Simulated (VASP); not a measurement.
# HC12 in VASP: further runs

HC12 is run at these levels: PBE+D3(BJ); tasks: single point.

Everything below comes from runs of VASP 6.6.1. Logs are shortened: lines on timing, memory, paths and dates and some standing lists are left out, and cuts for length are marked.

### Step 1. The cell of the first run

The cell holds a slab with vacuum, 13 atoms: a = 4.931 Å, b = 4.010 Å, c = 21.601 Å, α = 90.00°, β = 90.00°, γ = 90.00°.

### Step 2. Single point, PBE+D3(BJ), collinear spin

The input, INCAR:

```
SYSTEM = HC12
PREC     = Accurate       ! precision mode
ENCUT    = 520            ! plane-wave cutoff, eV
EDIFF    = 1E-6           ! SCF threshold, eV
ISMEAR   = 0              ! smearing method
SIGMA    = 0.05           ! smearing width, eV
LREAL    = .FALSE.        ! projectors in reciprocal space
LASPH    = .TRUE.         ! aspherical terms in the spheres
NELM     = 150            ! most SCF steps
ALGO     = Normal         ! electronic algorithm
ISIF     = 2              ! what is computed and relaxed
LWAVE    = .FALSE.        ! write WAVECAR
LCHARG   = .FALSE.        ! write CHGCAR
ISPIN    = 2              ! spin polarisation
MAGMOM   = 0 0 0 0 0 0 0 0 0 0 0 0 1 ! initial moments
LORBIT   = 11             ! projections on sites
LDIPOL   = .TRUE.       
IDIPOL   = 3            
DIPOL    = 0.5 0.5 0.299
GGA      = PE             ! functional
IVDW     = 12             ! dispersion correction
NBANDS   = 40             ! bands
KPAR     = 4
```

The input, KPOINTS:

```
Automatic mesh
0
G
  6 7 1
  0 0 0
```

The input, POSCAR:

```
HC12
1.0
    4.9311586502      0.0000000000      0.0000000000
    0.0000000000      4.0098697767      0.0000000000
    0.0000000000      0.0000000000     21.6014232414
C H
12 1
Direct
    0.2500000000      0.3776970832      0.1851729840
    0.7500000000      0.3776970832      0.1851729840
    0.0000000000      0.4720802753      0.2130426460
    0.5000000000      0.4720802753      0.2130426460
    0.0000000000      0.6609562027      0.2688143161
    0.5000000000      0.6609562027      0.2688143161
    0.2500000000      0.7503681903      0.2962457608
    0.7500000000      0.7503681903      0.2962457608
    0.2500000000      0.9412921293      0.3552728042
    0.7500000000      0.9412921293      0.3552728042
    0.0000000000      0.0234303656      0.3796705036
    0.5000000000      0.0234303656      0.3796705036
    0.1666666667      0.5234303656      0.4954036186
```

Potentials or basis: VASP PAW PBE potentials, release 64 (C, H).

The run is started by

```
$ cat potpaw_PBE.64/C/POTCAR potpaw_PBE.64/H/POTCAR > POTCAR
$ mpirun -np 4 vasp_std > vasp.out
```

OUTCAR:

```text
SYSTEM = HC12
   PREC = Accurate
   ENCUT = 520
   EDIFF = 1E-6
   ISMEAR = 0
   LREAL = .FALSE.
   LASPH = .TRUE.
   NELM = 150
   ISIF = 2
   ISPIN = 2
   LORBIT = 11
   GGA = PE
   IVDW = 12
 IVDW          = 12

 ion  position               nearest neighbor table
   1  0.250  0.378  0.185-   3 1.42   4 1.42
   2  0.750  0.378  0.185-   3 1.42   4 1.42
   3  0.000  0.472  0.213-   5 1.42   2 1.42   1 1.42
   4  0.500  0.472  0.213-   6 1.42   2 1.42   1 1.42
   5  0.000  0.661  0.269-   7 1.41   8 1.41   3 1.42
   6  0.500  0.661  0.269-   7 1.41   8 1.41   4 1.42
   7  0.250  0.750  0.296-   5 1.41   6 1.41   9 1.49
   8  0.750  0.750  0.296-   5 1.41   6 1.41  10 1.49
   9  0.250  0.941  0.355-  11 1.38  12 1.38   7 1.49
  10  0.750  0.941  0.355-  11 1.38  12 1.38   8 1.49
  11  0.000  0.023  0.380-   9 1.38  10 1.38
  12  0.500  0.023  0.380-   9 1.38  10 1.38
  13  0.167  0.523  0.495-

  LATTYP: Found a simple orthorhombic cell.
 ALAT       =     4.0098697767
 B/A-ratio  =     1.2297553100
 C/A-ratio  =     5.3870635318

  Lattice vectors:

 A1 = (   0.0000000000,  -4.0098697767,   0.0000000000)
 A2 = (   4.9311586502,   0.0000000000,   0.0000000000)
 A3 = (   0.0000000000,   0.0000000000,  21.6014232414)

Analysis of symmetry for initial positions (statically):
=====================================================================
 Subroutine PRICEL returns:
 Original cell was already a primitive cell.

 Routine SETGRP: Setting up the symmetry group for a
 simple orthorhombic supercell.

 Subroutine GETGRP returns: Found  1 space group operations
 (whereof  1 operations were pure point group operations)
 out of a pool of  8 trial point group operations.

The static configuration has the point symmetry C_1 .

Analysis of symmetry for dynamics (positions and initial velocities):
=====================================================================
 Subroutine PRICEL returns:
 Original cell was already a primitive cell.

 Routine SETGRP: Setting up the symmetry group for a
 simple orthorhombic supercell.

 Subroutine GETGRP returns: Found  1 space group operations
 (whereof  1 operations were pure point group operations)
 out of a pool of  8 trial point group operations.

The dynamic configuration has the point symmetry C_1 .

Analysis of structural, dynamic, and magnetic symmetry:
=====================================================================
 Subroutine PRICEL returns:
 Original cell was already a primitive cell.

 Routine SETGRP: Setting up the symmetry group for a
 simple orthorhombic supercell.

 Subroutine GETGRP returns: Found  1 space group operations
 (whereof  1 operations were pure point group operations)
 out of a pool of  8 trial point group operations.

The overall configuration has the point symmetry C_1 .

 Subroutine INISYM returns: Found  1 space group operations
 (whereof  1 operations are pure point group operations),
 and found     1 'primitive' translations

----------------------------------------------------------------------------------------

                                     Primitive cell

  volume of cell :     427.1315

  direct lattice vectors                    reciprocal lattice vectors
     4.931158650  0.000000000  0.000000000     0.202792096  0.000000000  0.000000000
     0.000000000  4.009869777  0.000000000     0.000000000  0.249384657  0.000000000
     0.000000000  0.000000000 21.601423241     0.000000000  0.000000000  0.046293246

  length of vectors
     4.931158650  4.009869777 21.601423241     0.202792096  0.249384657  0.046293246

  position of ions in fractional coordinates (direct lattice)
     0.250000000  0.377697083  0.185172984
     0.750000000  0.377697083  0.185172984
     0.000000000  0.472080275  0.213042646
     0.500000000  0.472080275  0.213042646
     0.000000000  0.660956203  0.268814316
     0.500000000  0.660956203  0.268814316
     0.250000000  0.750368190  0.296245761
     0.750000000  0.750368190  0.296245761
     0.250000000  0.941292129  0.355272804
     0.750000000  0.941292129  0.355272804
     0.000000000  0.023430366  0.379670504
[... 94 lines left out ...]
   ISYM   =      2    0-nonsym 1-usesym 2-fastsym
   POTIM  = 0.5000    time-step for ionic-motion
   TEBEG  =    0.0;   TEEND  =   0.0 temperature during run
   PSTRESS=    0.0 pullay stress
   NELECT =      49.0000    total number of electrons
   NUPDOWN=      -1.0000    fix difference up-down
   EMIN   =  10.00;   EMAX   =-10.00  energy-range for DOS
   EFERMI =   0.00;   METHOD = LEGACY
   ISMEAR =     0;   SIGMA  =   0.05  broadening in eV -4-tet -1-fermi 0-gaus
   EFERMI_NEDOS =   21; number of points for ismear=-14 and -15
   IALGO  =     38    algorithm
   IMIX   =      4    mixing-type and parameters
     AMIX     =   0.40;   BMIX     =  1.00
     AMIX_MAG =   1.60;   BMIX_MAG =  1.00
  volume/ion in A,a.u.               =      32.86       221.73
  Fermi-wavevector in a.u.,A,eV,Ry     =   0.795462  1.503206  8.609228  0.632760
  Thomas-Fermi vector in A             =   1.901795
   LORBIT       =     11    0 simple, 1 ext, 2 COOP (PROOUT), +10 PAW based schemes
   GGA     = PE    functional components
   LHFCALC =     F    Hartree Fock is set to
   AEXX    =    0.0000 exact exchange contribution
   IVDW    =    12    specifies the selected vdW correction
   LEPSILON=     F    determine dielectric tensor
   LRPA    =     F    only Hartree local field effects (RPA)
 spin polarized calculation
 Gauss-broadening in eV      SIGMA  =   0.05
  energy-cutoff  :      520.00
  volume of cell :      427.13
 maximum number of plane-waves:     11558
 NGX is ok and might be reduce to    40
   NGX = 19   NGY = 15   NGZ = 81

 dipolmoment           0.000000      0.000000      0.157427 electrons x Angstroem

 number of electron      49.0000007 magnetization       0.9291294

 dipolmoment           0.000000      0.000000     -0.014802 electrons x Angstroem

 Free energy of the ion-electron system (eV)
  ---------------------------------------------------
  ext. energy  EPLUGINS =         0.00000000
  ---------------------------------------------------
  free energy    TOTEN  =       -99.69397637 eV

  energy without entropy =      -99.68941645  energy(sigma->0) =      -99.69169641

 E-fermi :  -2.5880     XC(G=0):  -3.5064

 val. band max:       -2.5906425194   @ k =   0.0000   0.2857   0.0000
 cond. band min:      -2.5626373169   @ k =   0.0000   0.1429   0.0000
 fundamental gap:      0.0280052025
 Fermi energy:        -2.5880137097

 spin component 1

 k-point     1 :       0.0000    0.0000    0.0000
  band No.  band energies     occupation
      1     -21.6727      1.00000
      2     -20.0339      1.00000
      3     -17.6584      1.00000
      4     -17.5084      1.00000
      5     -17.3966      1.00000
      6     -15.8277      1.00000
[... 847 lines left out ...]
     35       4.8638      0.00000
     36       4.9546      0.00000
 Fermi energy:        -2.5880137097

 spin component 2

 k-point     1 :       0.0000    0.0000    0.0000
  band No.  band energies     occupation
      1     -21.6758      1.00000
      2     -20.0415      1.00000
      3     -17.6705      1.00000
      4     -17.5099      1.00000
      5     -17.3966      1.00000
      6     -15.8364      1.00000
[... 847 lines left out ...]
     35       4.9507      0.00000
     36       5.2045      0.00000
 [bands above 36 left out]

------------------------ aborting loop because EDIFF is reached ----------------------------------------

 vacuum level on the upper side and lower side of the slab       (xc-potential included)        -0.249        -0.108

 Edisp (eV)   -1.32845

 E8    (eV) :    -0.3931

  FORCE on cell =-STRESS in cart. coord.  units (eV):
  Direction    XX          YY          ZZ          XY          YZ          ZX
  --------------------------------------------------------------------------------------
  -------------------------------------------------------------------------------------
  Total       1.46489    -1.62109    -1.89815     0.01342    -0.75551    -0.02166
  in kB       5.49482    -6.08075    -7.11998     0.05036    -2.83393    -0.08124
  external pressure =       -2.57 kB  Pullay stress =        0.00 kB

 VOLUME and BASIS-vectors are now :
 -----------------------------------------------------------------------------
  energy-cutoff  :      520.00
  volume of cell :      427.13
      direct lattice vectors                 reciprocal lattice vectors
     4.931158650  0.000000000  0.000000000     0.202792096  0.000000000  0.000000000
     0.000000000  4.009869777  0.000000000     0.000000000  0.249384657  0.000000000
     0.000000000  0.000000000 21.601423241     0.000000000  0.000000000  0.046293246

 POSITION                                       TOTAL-FORCE (eV/Angst)
 -----------------------------------------------------------------------------------
      1.23279      1.51452      4.00000        -0.040292      1.232043      2.214017
      3.69837      1.51452      4.00000        -0.035413      1.155026      2.072855
      0.00000      1.89298      4.60202        -0.020404     -1.759614     -3.167296
      2.46558      1.89298      4.60202         0.081837     -1.748019     -3.148117
      0.00000      2.65035      5.80677         0.061199      0.471558      1.130362
      2.46558      2.65035      5.80677         0.022540      0.464347      1.119750
      1.23279      3.00888      6.39933        -0.037953      0.301140      0.299493
      3.69837      3.00888      6.39933        -0.039478      0.297875      0.295281
      1.23279      3.77446      7.67440        -0.013304     -0.047488     -0.141151
      3.69837      3.77446      7.67440        -0.088275     -0.069238     -0.157270
      0.00000      0.09395      8.20142         0.092240     -0.109922     -0.166159
      2.46558      0.09395      8.20142         0.061792     -0.154096     -0.260819
      0.82186      2.09889     10.70142        -0.044489     -0.033611     -0.090947
 -----------------------------------------------------------------------------------
    total drift:                               -0.000023     -0.000146     -0.000220

  FREE ENERGIE OF THE ION-ELECTRON SYSTEM (eV)
  ---------------------------------------------------
  free  energy   TOTEN  =      -101.0224253871 eV

  energy  without entropy=     -101.0178654677  energy(sigma->0) =     -101.02014543

 vacuum level on the upper side and lower side of the slab         2.159         2.287

 total charge

# of ion       s       p       d       tot
------------------------------------------
    1        0.879   1.553   0.000   2.433
    2        0.880   1.555   0.000   2.435
    3        0.862   1.768   0.000   2.630
    4        0.862   1.768   0.000   2.630
    5        0.867   1.787   0.000   2.654
    6        0.867   1.787   0.000   2.654
    7        0.862   1.749   0.000   2.610
    8        0.861   1.750   0.000   2.611
    9        0.865   1.785   0.000   2.650
   10        0.865   1.785   0.000   2.650
   11        0.889   1.621   0.000   2.510
   12        0.890   1.622   0.000   2.512
   13        0.376   0.000   0.000   0.376
--------------------------------------------------
tot         10.824  20.531   0.000  31.356

 magnetization (x)

# of ion       s       p       d       tot
------------------------------------------
    1       -0.076  -0.372   0.000  -0.449
    2        0.073   0.363   0.000   0.435
    3        0.000   0.000   0.000   0.001
    4       -0.001  -0.002   0.000  -0.003
    5        0.003   0.013   0.000   0.016
    6       -0.003  -0.010   0.000  -0.012
    7        0.002   0.010   0.000   0.011
    8       -0.002  -0.015   0.000  -0.017
    9        0.000   0.006   0.000   0.007
   10       -0.000   0.001   0.000   0.001
   11       -0.058  -0.383   0.000  -0.441
   12        0.059   0.369   0.000   0.428
   13        0.374   0.000   0.000   0.374
--------------------------------------------------
tot          0.370  -0.021   0.000   0.349
```

It took 21 min on 4 MPI ranks of Oxide Virtual Turin-like, shared host; peak memory 0.98 GiB.

Results:

```yaml
Free_energy: -101.0224 eV
Largest_force: 3.623 eV/Å
Net_moment: 0.93 μB per cell
Site_moments: C -0.45, +0.43, +0.00, -0.00, +0.02, -0.01, +0.01, -0.02, -0.44 (each value once); H +0.37 μB
Valence_electrons_inside_the_program's_atomic_spheres: C 2.43, 2.44, 2.63, 2.65, 2.61, 2.51 (each value once); H 0.38
Dispersion_energy_per_atom: -0.102 eV
```

Forces in eV/Å, atoms in the order of the input:
```
C   -0.040  1.232  2.214
C   -0.035  1.155  2.073
C   -0.020 -1.760 -3.167
C    0.082 -1.748 -3.148
C    0.061  0.472  1.130
C    0.023  0.464  1.120
C   -0.038  0.301  0.299
C   -0.039  0.298  0.295
C   -0.013 -0.047 -0.141
C   -0.088 -0.069 -0.157
C    0.092 -0.110 -0.166
C    0.062 -0.154 -0.261
H   -0.044 -0.034 -0.091
```

Caveat: a moment this small can come from the mesh or the smearing.

### Step 3. Single point, PBE+D3(BJ), collinear spin

The input, INCAR:

```
PREC     = Accurate       # precision mode
ENCUT    = 520            # plane-wave cutoff, eV
EDIFF    = 1E-6           # SCF threshold, eV
ISMEAR   = 0              # smearing method
SIGMA    = 0.05           # smearing width, eV
LREAL    = F              # projectors in reciprocal space
LASPH    = T              # aspherical terms in the spheres
NELM     = 150            # most SCF steps
ALGO     = Normal         # electronic algorithm
ISIF     = 2              # what is computed and relaxed
LWAVE    = F              # write WAVECAR
LCHARG   = F              # write CHGCAR
ISPIN    = 2              # spin polarisation
MAGMOM   = 0 0 0 0 0 0 0 0 0 0 0 0 1 # initial moments
LORBIT   = 11             # projections on sites
LDIPOL   = T            
IDIPOL   = 3            
DIPOL    = 0.5 0.5 0.299
GGA      = PE             # functional
IVDW     = 12             # dispersion correction
NBANDS   = 40             # bands
KPAR     = 4
```

The input, KPOINTS:

```
regular mesh
0
Gamma
  6 7 1
```

Edit POSCAR of step 2 so:

```diff
@@ -20,2 +20,2 @@
     0.5000000000      0.0234303656      0.3796705036
-    0.1666666667      0.5234303656      0.4954036186
+    0.1666666667      0.3567636989      0.4954036186
```

Potentials or basis: VASP PAW PBE potentials, release 64 (C, H).

The run is started by

```
$ cat potpaw_PBE.64/C/POTCAR potpaw_PBE.64/H/POTCAR > POTCAR
$ mpirun -np 4 vasp_std > vasp.out
```

OUTCAR:

```text
PREC = Accurate
   ENCUT = 520
   EDIFF = 1E-6
   ISMEAR = 0
   LREAL = F
   LASPH = T
   NELM = 150
   ISIF = 2
   ISPIN = 2
   LORBIT = 11
   GGA = PE
   IVDW = 12
 IVDW          = 12

 ion  position               nearest neighbor table
   1  0.250  0.378  0.185-   3 1.42   4 1.42
   2  0.750  0.378  0.185-   3 1.42   4 1.42
   3  0.000  0.472  0.213-   5 1.42   2 1.42   1 1.42
   4  0.500  0.472  0.213-   6 1.42   2 1.42   1 1.42
   5  0.000  0.661  0.269-   7 1.41   8 1.41   3 1.42
   6  0.500  0.661  0.269-   7 1.41   8 1.41   4 1.42
   7  0.250  0.750  0.296-   5 1.41   6 1.41   9 1.49
   8  0.750  0.750  0.296-   5 1.41   6 1.41  10 1.49
   9  0.250  0.941  0.355-  11 1.38  12 1.38   7 1.49
  10  0.750  0.941  0.355-  11 1.38  12 1.38   8 1.49
  11  0.000  0.023  0.380-   9 1.38  10 1.38
  12  0.500  0.023  0.380-   9 1.38  10 1.38
  13  0.167  0.357  0.495-

  LATTYP: Found a simple orthorhombic cell.
[... 1979 lines left out ...]
 -----------------------------------------------------------------------------------
      1.23279      1.51452      4.00000         0.022195      1.129058      1.859413
      3.69837      1.51452      4.00000        -0.036942      0.917835      1.589997
      0.00000      1.89298      4.60202        -0.174006     -1.783490     -3.057362
      2.46558      1.89298      4.60202         0.186469     -1.580759     -2.749002
      0.00000      2.65035      5.80677         0.006214      0.564175      1.138859
      2.46558      2.65035      5.80677         0.066473      0.516692      1.083539
      1.23279      3.00888      6.39933        -0.151998      0.194417      0.252681
      3.69837      3.00888      6.39933         0.086232      0.224939      0.284243
      1.23279      3.77446      7.67440         0.407717     -0.158866     -0.325083
      3.69837      3.77446      7.67440        -0.440391     -0.343280     -0.627250
      0.00000      0.09395      8.20142         0.008963     -0.006610      0.113826
      2.46558      0.09395      8.20142         0.079059      0.454601      0.724563
      0.82186      1.43058     10.70142        -0.059985     -0.128713     -0.288425
 -----------------------------------------------------------------------------------
    total drift:                               -0.000006      0.000009     -0.000195

  FREE ENERGIE OF THE ION-ELECTRON SYSTEM (eV)
  ---------------------------------------------------
  free  energy   TOTEN  =      -100.8832371630 eV

  energy  without entropy=     -100.8740848354  energy(sigma->0) =     -100.87866100

 vacuum level on the upper side and lower side of the slab         2.616         2.505

 total charge

# of ion       s       p       d       tot
------------------------------------------
    1        0.889   1.541   0.000   2.430
    2        0.892   1.544   0.000   2.435
    3        0.867   1.766   0.000   2.633
    4        0.865   1.769   0.000   2.634
    5        0.874   1.780   0.000   2.654
    6        0.868   1.788   0.000   2.656
    7        0.867   1.741   0.000   2.608
    8        0.865   1.746   0.000   2.611
    9        0.868   1.783   0.000   2.651
   10        0.869   1.783   0.000   2.652
   11        0.900   1.599   0.000   2.499
   12        0.904   1.615   0.000   2.519
   13        0.368   0.000   0.000   0.368
--------------------------------------------------
tot         10.896  20.454   0.000  31.350

 magnetization (x)

# of ion       s       p       d       tot
------------------------------------------
    1       -0.072  -0.374   0.000  -0.446
    2        0.057   0.277   0.000   0.334
    3       -0.000   0.004   0.000   0.004
    4       -0.001   0.002   0.000   0.002
    5        0.001   0.002   0.000   0.002
    6       -0.002  -0.009   0.000  -0.011
    7       -0.008  -0.023   0.000  -0.031
    8       -0.007  -0.052   0.000  -0.059
    9       -0.003   0.015   0.000   0.011
   10       -0.001   0.005   0.000   0.004
   11       -0.061  -0.402   0.000  -0.462
   12       -0.002  -0.030   0.000  -0.033
   13        0.361  -0.000   0.000   0.361
--------------------------------------------------
tot          0.262  -0.585   0.000  -0.323
```

It took 21 min on 4 MPI ranks of Oxide Virtual Turin-like, shared host; peak memory 0.97 GiB.

Results:

* Free energy: -100.8832 eV
* Largest force: 3.544 eV/Å
* Net moment: -0.28 μB per cell
* Site moments: C -0.45, +0.33, +0.00, -0.01, -0.03, -0.06, +0.01, -0.46 (each value once); H +0.36 μB
* Valence electrons inside the program's atomic spheres: C 2.43, 2.44, 2.63, 2.65, 2.66, 2.61, 2.50, 2.52 (each value once); H 0.37
* Dispersion energy per atom: -0.102 eV

Forces in eV/Å, atoms in the order of the input:
```
C    0.022  1.129  1.859
C   -0.037  0.918  1.590
C   -0.174 -1.783 -3.057
C    0.186 -1.581 -2.749
C    0.006  0.564  1.139
C    0.066  0.517  1.084
C   -0.152  0.194  0.253
C    0.086  0.225  0.284
C    0.408 -0.159 -0.325
C   -0.440 -0.343 -0.627
C    0.009 -0.007  0.114
C    0.079  0.455  0.725
H   -0.060 -0.129 -0.288
```
